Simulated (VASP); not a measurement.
Crystal: PbO2.

```
CELL_PARAMETERS angstrom
5.08191 0.00000 0.00000
0.00000 5.08191 0.00000
0.00000 0.00000 3.44166
ATOMIC_POSITIONS crystal
Pb 0.00000 0.00000 0.00000
Pb 0.50000 0.50000 0.50000
O 0.30798 0.30798 0.00000
O 0.19202 0.80798 0.50000
O 0.69202 0.69202 0.00000
O 0.80798 0.19202 0.50000
```

- Program: VASP 6.6.1
- Task: relaxation of cell and atoms
- Functional: LDA
- Potentials or basis: VASP PAW LDA potentials, release 64 (Pb_d, O)
- Cutoff: 600 eV
- k mesh: 4 × 4 × 6
- Occupations: fermi-dirac, width 0.02 eV
- Spin: no spin polarisation

At the start: pressure -8.9 GPa; volume 14.81 Å³/atom.

Problem. How do energy, volume and symmetry change on relaxing?

Solution. Over 11 steps the energy falls by 29.8 meV/atom and the volume is 13.79 Å³/atom (-6.9 %); space group P4_2/mnm (No. 136, to 0.1 Å) before and after.

Step by step:
```csv
step,energy change (eV),largest force (eV/Å),pressure (GPa),volume (Å³)
1,0.0000,0.0935,-8.90,88.88
2,-0.0270,0.4074,10.24,78.71
3,-0.1689,0.1361,-0.22,83.30
4,-0.1689,0.1414,-0.04,83.19
5,-0.1763,0.0345,0.09,82.89
6,-0.1780,0.0522,0.22,82.65
7,-0.1780,0.0462,0.20,82.67
8,-0.1785,0.0272,-0.21,82.87
9,-0.1785,0.0255,-0.26,82.88
10,-0.1787,0.0139,0.04,82.71
11,-0.1788,0.0043,-0.02,82.75
```

Final structure:
```
Pb O
1.0
     4.93627    0.00000    0.00000
     0.00000    4.93627    0.00000
     0.00000    0.00000    3.39606
Pb O
2 4
Direct
  0.00000 0.00000 0.00000
  0.50000 0.50000 0.50000
  0.30736 0.30736 0.00000
  0.19264 0.80736 0.50000
  0.69264 0.69264 0.00000
  0.80736 0.19264 0.50000
```
